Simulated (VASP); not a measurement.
TlPd3, 4 atoms in the cell. It takes space group I4/mmm (No. 139, tetragonal). Conventional cell: a = 4.132 Å, b = 4.132 Å, c = 7.472 Å, α = 90.00°, β = 90.00°, γ = 90.00°. Within 3.8 Å of Tl (site symmetry 4/mmm) lie 14 Pd at 2.79 to 3.74 Å. Pd (site symmetry -4m2) has 4 Tl at 2.79 Å and 10 Pd at 2.79 to 3.74 Å within 3.8 Å. Within 3.8 Å of Pd (site symmetry 4/mmm) lie 8 Pd at 2.79 Å and 6 Tl at 2.92 to 3.74 Å. 

* Program: VASP 6.6.1
* Task: electric field gradients
* Functional: PBEsol
* Potentials or basis: VASP PAW PBE potentials, release 64 (Tl_d, Pd)
* Cutoff: 520 eV
* k mesh: 12 × 12 × 12
* Occupations: fermi-dirac, width 0.08 eV
* Spin: no spin polarisation
* Dipole correction: no
* Further INCAR settings: ALGO = Normal; EDIFF = 1e-08; NBANDS = 30

Potentials or basis: VASP PAW PBE potentials, release 64 (Tl_d, Pd).

Run with:

```bash
$ cat potpaw_PBE.64/Tl_d/POTCAR potpaw_PBE.64/Pd/POTCAR > POTCAR
$ mpirun -np 1 vasp_std > vasp.out
```

Hardware: 1 thread of Intel(R) Xeon(R) Platinum 8259CL CPU @ 2.50GHz (Skylake/Cascade Lake) (shared host).

Q: How long does it take, and how much memory?

A: Run time: 4.6 min on 1 thread of Intel(R) Xeon(R) Platinum 8259CL CPU @ 2.50GHz (Skylake/Cascade Lake), with other jobs on the host, peak memory 0.4 GiB. Counts: scf iterations 16, k points 163.
